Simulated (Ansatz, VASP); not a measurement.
**One calculation of Nb2C3, two programs**

INCAR

```
PREC = Accurate ; ENCUT = 520
EDIFF = 1E-6 ; ISMEAR = 0
SIGMA = 0.1 ; LREAL = False
LASPH = True ; NELM = 150
ALGO = Normal ; ISIF = 2
LWAVE = False ; LCHARG = False
ISPIN = 2 ; MAGMOM = 1 1 0 0 0
LORBIT = 11 ; LMAXMIX = 4
GGA = PE ; NBANDS = 31
```

KPOINTS

```
regular mesh
0
Gamma
  4 4 4
```

Contents of POSCAR:

```
Nb2C3
1.0
    3.8036036658      0.0000000000      0.0000000000
    0.0000000000      3.8036036658      0.0000000000
    0.0000000000      0.0000000000      3.9856795859
Nb C
2 3
Direct
    0.0000000000      0.0000000000      0.0000000000
    0.5000000000      0.5000000000      0.0000000000
    0.0000000000      0.5000000000      0.5000000000
    0.5000000000      0.0000000000      0.5000000000
    0.0000000000      0.0000000000      0.5000000000
```

Input for Ansatz:

```yaml
crystal:
  lattice:
    - [3.8036036658, 0.0, 0.0]
    - [0.0, 3.8036036658, 0.0]
    - [0.0, 0.0, 3.9856795859]
  atoms:
    - { symbol: Nb, position: [0.0, 0.0, 0.0], spin: 1.0 }
    - { symbol: Nb, position: [0.5, 0.5, 0.0], spin: 1.0 }
    - { symbol: C, position: [0.0, 0.5, 0.5] }
    - { symbol: C, position: [0.5, 0.0, 0.5] }
    - { symbol: C, position: [0.0, 0.0, 0.5] }
basis:
  ecutwfc: 420
kpoints:
  mp_grid: { grid: [4, 4, 4] }
hamiltonian:
  xc: pbe
scf:
  occupations: { method: gaussian, width: 0.1 }
  lower_state_search: "off"
output:
  forces: true
  stress: true
  eigenvalues: true
  populations: true
magnetization:
  spin_polarized: true
```

Alike in both runs: task single point; functional PBE; k mesh 4 × 4 × 4; occupations gaussian, width 0.1 eV; collinear spin.

```csv
,VASP,Ansatz
version,VASP 6.6.1,Ansatz 0.2.0
potentials or method,"VASP PAW PBE potentials, release 64 (Nb_sv, C), cutoff 520 eV","scalar-relativistic, plane waves, PAW"
valence electrons in the cell,38,38
```

Ansatz gave:

```
gap on the k mesh at the Fermi level (eV)                     : none
pressure (GPa)                                                : -0.1
traceless stress, the component that is largest in VASP (GPa) : -0.07
net moment per atom (μB)                                      : 0.00
```

Task: What did VASP give for the same quantities?

Result: gap on the k mesh at the Fermi level (eV): none; pressure (GPa): -0.3; traceless stress, the component that is largest in VASP (GPa): -0.20; net moment per atom (μB): 0.00.

A gap of «none» marks a metal or a gap that the smearing closes. Ansatz's warnings: seeded moment not kept.

The k mesh is coarse, so the values compare programs but aren't converged.
